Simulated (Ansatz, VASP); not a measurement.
**One calculation of RbBr, two programs**

The input POSCAR:

```
RbBr
1.0
    4.1279266257      0.0000000000      0.0000000000
    0.0000000000      4.1279266257      0.0000000000
    0.0000000000      0.0000000000      4.1006823100
Rb Br
1 1
Direct
    0.0000000000      0.0000000000      0.0000000000
    0.5000000000      0.5000000000      0.5000000000
```

Contents of INCAR.step1:

```
PREC     = Accurate       # precision mode
ENCUT    = 520            # plane-wave cutoff, eV
EDIFF    = 1E-5           # SCF threshold, eV
ISMEAR   = 0              # smearing method
SIGMA    = 0.01           # smearing width, eV
LREAL    = F              # projectors in reciprocal space
LASPH    = T              # aspherical terms in the spheres
NELM     = 60             # most SCF steps
ALGO     = Normal         # electronic algorithm
ISIF     = 2              # what is computed and relaxed
LWAVE    = T              # write WAVECAR
LCHARG   = F              # write CHGCAR
NBANDS   = 15             # bands
GGA      = PE             # functional
```

Contents of INCAR.step2:

```
PREC     = Accurate       # precision mode
ENCUT    = 520            # plane-wave cutoff, eV
EDIFF    = 1E-6           # SCF threshold, eV
ISMEAR   = 0              # smearing method
SIGMA    = 0.01           # smearing width, eV
LREAL    = F              # projectors in reciprocal space
LASPH    = T              # aspherical terms in the spheres
NELM     = 60             # most SCF steps
ALGO     = Normal         # electronic algorithm
ISIF     = 2              # what is computed and relaxed
LWAVE    = F              # write WAVECAR
LCHARG   = F              # write CHGCAR
GGA      = PE             # functional
LHFCALC  = T              # exact exchange
HFSCREEN = 0.2079         # screening, 1/A
PRECFOCK = Normal       
NBANDS   = 15             # bands
ISTART   = 1
```

File KPOINTS:

```
regular mesh
0
Gamma
  4 4 4
```

Input for Ansatz:

```yaml
crystal:
  lattice:
    - [4.1279266257, 0.0, 0.0]
    - [0.0, 4.1279266257, 0.0]
    - [0.0, 0.0, 4.10068231]
  atoms:
    - { symbol: Rb, position: [0.0, 0.0, 0.0] }
    - { symbol: Br, position: [0.5, 0.5, 0.5] }
kpoints:
  mp_grid: { grid: [4, 4, 4] }
  band_path:
    path: [[0.0, 0.0, 0.0], [0.0, 0.5, 0.0], [0.5, 0.5, 0.0], [0.5, 0.5, 0.5]]
    npoints: 1
hamiltonian:
  xc: hse06
scf:
  occupations: { method: fixed }
  n_extra_bands: 4
output:
  forces: true
  stress: true
  eigenvalues: true
```

Change from the starting cell: uniaxial_z strain -0.7%.

Alike in both runs: task single point; functional HSE06; k mesh 4 × 4 × 4; no spin polarisation.

|  | VASP | Ansatz |
| --- | --- | --- |
| version | VASP 6.6.1 | Ansatz 0.2.0 |
| potentials or method | VASP PAW PBE potentials, release 64 (Rb_sv, Br) | plane waves, PAW |
| plane-wave cutoff (eV) | 520 | 420 |
| occupations | gaussian, width 0.01 eV | fixed |
| valence electrons in the cell | 16 | 16 |

|  | VASP | Ansatz | Ansatz less VASP |
| --- | --- | --- | --- |
| gap on the k mesh at the Fermi level (eV) | 5.26 | 5.26 | -0.001 |
| pressure (GPa) | 0.6 | 0.6 | 0.00 |
| traceless stress, the component that is largest in VASP (GPa) | 0.14 | 0.14 | 0.000 |

Ansatz's warnings: stress exchange threshold loose, stress scf threshold loose.
